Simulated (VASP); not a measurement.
Set up this calculation in VASP 6.6.1, as the native input.

- Task: single point
- Functional: RPBE
- Potentials or basis: VASP PAW PBE potentials, release 64 (Ti_sv)
- Cutoff: 520 eV
- k mesh: 20 × 20 × 11
- Occupations: fermi-dirac, width 0.1 eV
- Spin: no spin polarisation
- Dipole correction: no
- Further INCAR settings: ALGO = Normal; EDIFF = 1e-06; NBANDS = 19

The structure of Ti lies in POSCAR:

```
Ti
1.0
    2.9275770856      0.0000000000      0.0000000000
   -1.4637885428      2.5353561277      0.0000000000
    0.0000000000      0.0000000000      4.6370704757
Ti
2
Direct
    0.3333333333      0.6666666667      0.2500000000
    0.6666666667      0.3333333333      0.7500000000
```

This cell differs from its parent crystal: volume scaled by 0.96.

One way to write it, as run:

INCAR

```
SYSTEM = Ti
ALGO = Normal
EDIFF = 1E-6
ENCUT = 520
GGA = RP
ISIF = 2
ISMEAR = -1
LASPH = .True.
LCHARG = .False.
LREAL = .False.
LWAVE = .False.
NBANDS = 19
NELM = 80
PREC = Accurate
SIGMA = 0.1
```

KPOINTS

```
k-points
0
Gamma
  20 20 11
  0 0 0
```

Potentials or basis: VASP PAW PBE potentials, release 64 (Ti_sv).

Launch:

```console
$ cat potpaw_PBE.64/Ti_sv/POTCAR > POTCAR
$ mpirun -np 1 vasp_std > vasp.out
```

Results of the run:

```json
{"Pressure": "4.3 GPa", "Band gap on the k mesh": "zero (band 12 reaches 9.34 eV, above the bottom of band 13 at 8.23 eV)"}
```

Caveat: the PAW data sets were made with another functional, which shifts forces and pressure a little.

Run time: 68 s on 1 thread of Intel(R) Xeon(R) 6975P-C (Granite Rapids) (shared host), peak memory 0.25 GiB.
